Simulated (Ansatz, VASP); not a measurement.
One calculation of Ga, two programs

```
Ga
1.0
     1.42040   -3.98202    0.00000
     1.42040    3.98202    0.00000
     0.00000    0.00000    3.10529
Ga
2
Cartesian
  1.4204 -2.9228 0.7763
  1.4204 2.9228 2.3290
```

Change from the starting cell: volume scaled by 0.94, PAW files.

Alike in both runs: task electric field gradients; functional LDA; k mesh 12 × 12 × 10; occupations fermi-dirac, width 0.08 eV; no spin polarisation.

|  | VASP | Ansatz |
| --- | --- | --- |
| version | VASP 6.6.1 | Ansatz 0.2.0 |
| potentials or method | VASP PAW LDA potentials, release 64 (Ga_d) | PAW with Ansatz's default frozen-core files, scalar-relativistic |
| plane-wave cutoff (eV) | 520 | 420 |
| valence electrons in the cell | 26 | 26 |

|  | VASP | Ansatz | Ansatz less VASP |
| --- | --- | --- | --- |
| pressure (GPa) | -0.5 | -0.6 | -0.13 |
| traceless stress, the component that is largest in VASP (GPa) | -2.58 | -2.57 | +0.007 |
| rms of the force components (eV/Å) | 0.124 | 0.122 | -0.0014 |
| size of Vzz on the site where it differs most (V/Å²) | 29.0 | 29.6 | +0.62 |

LDA's correlation is that of Perdew and Zunger in VASP and of Perdew and Wang (1992) in Ansatz. Atom by atom the forces differ by 0.001 eV/Å (rms over components).
